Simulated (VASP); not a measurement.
The system is BeSe3.

```
Be Se
1.0
     5.19778    0.04736    0.02483
     0.04736    5.26930   -0.00249
     0.03620   -0.00363    7.78488
Be Se
2 6
Direct
  0.99891 0.00664 0.99992
  0.49691 0.49011 0.99710
  0.27645 0.76484 0.83796
  0.75291 0.23450 0.83379
  0.22406 0.25952 0.16331
  0.75092 0.73487 0.17481
  0.49185 0.00294 0.34221
  0.00800 0.50658 0.65090
```

| Item | Value |
| --- | --- |
| Program | VASP 6.6.1 |
| Task | relaxation of cell and atoms |
| Functional | PBE |
| Potentials or basis | VASP PAW PBE potentials, release 64 (Be, Se) |
| Cutoff | 600 eV |
| k mesh | 4 × 4 × 2 |
| Occupations | gaussian, width 0.1 eV |
| Spin | no spin polarisation |

At the start: pressure -0.7 GPa; volume 26.65 Å³/atom.

Problem. How do energy, volume and symmetry change on relaxing?

Solution. Over 14 steps the energy falls by 19.1 meV/atom and the volume is 26.07 Å³/atom (-2.2 %); space group P1 (No. 1, to 0.1 Å) before, P2_1 (No. 4, to 0.1 Å).

The path:
| step | energy change (eV) | largest force (eV/Å) | pressure (GPa) | volume (Å³) |
| --- | --- | --- | --- | --- |
| 1 | 0.0000 | 1.0879 | -0.74 | 213.20 |
| 2 | -0.1223 | 0.4355 | -0.01 | 209.38 |
| 3 | -0.1224 | 0.4258 | -0.03 | 209.45 |
| 4 | -0.1444 | 0.1773 | 0.04 | 208.76 |
| 5 | -0.1464 | 0.1645 | 0.08 | 208.48 |
| 6 | -0.1491 | 0.0777 | -0.02 | 208.85 |
| 7 | -0.1498 | 0.0809 | -0.12 | 209.17 |
| 8 | -0.1508 | 0.0577 | 0.06 | 208.64 |
| 9 | -0.1509 | 0.0640 | 0.08 | 208.58 |
| 10 | -0.1518 | 0.0500 | 0.03 | 208.76 |
| 11 | -0.1522 | 0.0374 | -0.04 | 208.96 |
| 12 | -0.1526 | 0.0255 | -0.01 | 208.76 |
| 13 | -0.1527 | 0.0283 | 0.01 | 208.65 |
| 14 | -0.1529 | 0.0237 | 0.00 | 208.59 |

Final structure:
```
Be Se
1.0
     5.23081   -0.00028    0.08138
    -0.00092    5.22214    0.00886
     0.12176    0.01279    7.63814
Be Se
2 6
Direct
  0.00051 0.99987 0.99984
  0.49954 0.49962 0.00015
  0.27117 0.76394 0.83482
  0.74399 0.23692 0.83545
  0.22876 0.26242 0.16523
  0.75593 0.73526 0.16457
  0.48600 0.99900 0.34601
  0.01410 0.50298 0.65393
```
